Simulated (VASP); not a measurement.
Wanted: the native input for a VASP 6.6.1 run.

```yaml
Task: single point
Functional: r2SCAN
Potentials_or_basis: VASP PAW PBE potentials, release 64 (Rh_sv_GW)
Cutoff: 580 eV
k_mesh: 11 × 11 × 6
Occupations: fermi-dirac, width 0.05 eV
Spin: no spin polarisation
Dipole_correction: no
Second_run: valence_matched
Further_INCAR_settings: ALGO = Normal; EDIFF = 1e-06; NBANDS = 24
```

The system is Rh.

```
Rh
1.0
     2.71265    0.00000    0.00000
    -1.35632    2.34922    0.00000
     0.00000    0.00000    4.39877
Rh
2
Direct
  0.33333 0.66667 0.25000
  0.66667 0.33333 0.75000
```

The input as run:

POSCAR

```
Rh
1.0
    2.7126497715      0.0000000000      0.0000000000
   -1.3563248858      2.3492236138      0.0000000000
    0.0000000000      0.0000000000      4.3987667018
Rh
2
Direct
    0.3333333333      0.6666666667      0.2500000000
    0.6666666667      0.3333333333      0.7500000000
```

INCAR.step1

```
PREC = Accurate ; ENCUT = 580
ISMEAR = -1 ; SIGMA = 0.05
LREAL = False ; LASPH = True
NELM = 120 ; NBANDS = 24
GGA = PE ; ALGO = Normal
EDIFF = 1E-5 ; LWAVE = True
LCHARG = False ; GGA_COMPAT = False
```

INCAR.step2

```
PREC = Accurate ; ENCUT = 580
EDIFF = 1E-6 ; ISMEAR = -1
SIGMA = 0.05 ; LREAL = False
LASPH = True ; NELM = 120
ALGO = Normal ; ISIF = 2
LWAVE = False ; LCHARG = True
METAGGA = R2SCAN ; LMIXTAU = True
LELF = True ; LVHAR = True
NBANDS = 24 ; ISTART = 1
GGA_COMPAT = False
```

KPOINTS

```
regular mesh
0
Gamma
  11 11 6
```

Potentials or basis: VASP PAW PBE potentials, release 64 (Rh_sv_GW).

Launch:

```bash
$ cat potpaw_PBE.64/Rh_sv_GW/POTCAR > POTCAR
$ cp INCAR.step1 INCAR
$ mpirun -np 1 vasp_std > vasp.out
$ cp INCAR.step2 INCAR
$ mpirun -np 1 vasp_std > vasp.out
```

Results of the run:

```yaml
Pressure: -6.3 GPa
Band_gap_on_the_k_mesh: zero (band 17 reaches 11.06 eV, above the bottom of band 18 at 8.70 eV)
```

Caveat: the PAW data sets were made with another functional, which shifts forces and pressure a little.

Run time: 2.3 min on 1 thread of Intel(R) Xeon(R) Platinum 8488C (Sapphire Rapids) (shared host), peak memory 0.2 GiB.
